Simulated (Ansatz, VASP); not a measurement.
## One calculation of SiC, two programs

```xyz
12
Lattice="5.5677 0.0000 0.0000 0.0000 7.6788 0.0000 0.0000 0.0000 2.6755" Properties=species:S:1:pos:R:3 pbc="T T T"
Si    3.2677    4.9840    1.3377
Si    2.2999    2.6948    1.3377
Si    0.0000    3.8394    0.0000
Si    0.4839    6.5342    1.3377
Si    5.0838    1.1446    1.3377
Si    2.7838    0.0000    0.0000
C     0.4839    2.6948    1.3377
C     5.0838    4.9840    1.3377
C     2.7838    3.8394    0.0000
C     3.2677    1.1446    1.3377
C     2.2999    6.5342    1.3377
C     0.0000    0.0000    0.0000
```

Alike in both runs: task relaxation of cell and atoms; functional PBE; k mesh 4 × 2 × 6; occupations gaussian, width 0.1 eV; no spin polarisation.

```csv
,VASP,Ansatz
version,VASP 6.6.1,Ansatz 0.2.0
potentials or method,"VASP PAW PBE potentials, release 64 (Si, C), cutoff 600 eV","scalar-relativistic, plane waves, PAW"
valence electrons in the cell,48,48
```

```tsv
	VASP	Ansatz	Ansatz less VASP
gap on the k mesh at the Fermi level, each at its own relaxed structure (eV)	none	none	-
relaxed volume (Å³/atom)	10.45	10.46	+0.011
relaxed cell length with the largest relative difference (Å)	5.211	5.217	+0.0062
```

A gap of «none» marks a metal or a gap that the smearing closes.

The k mesh is coarse, so the values compare programs but aren't converged.
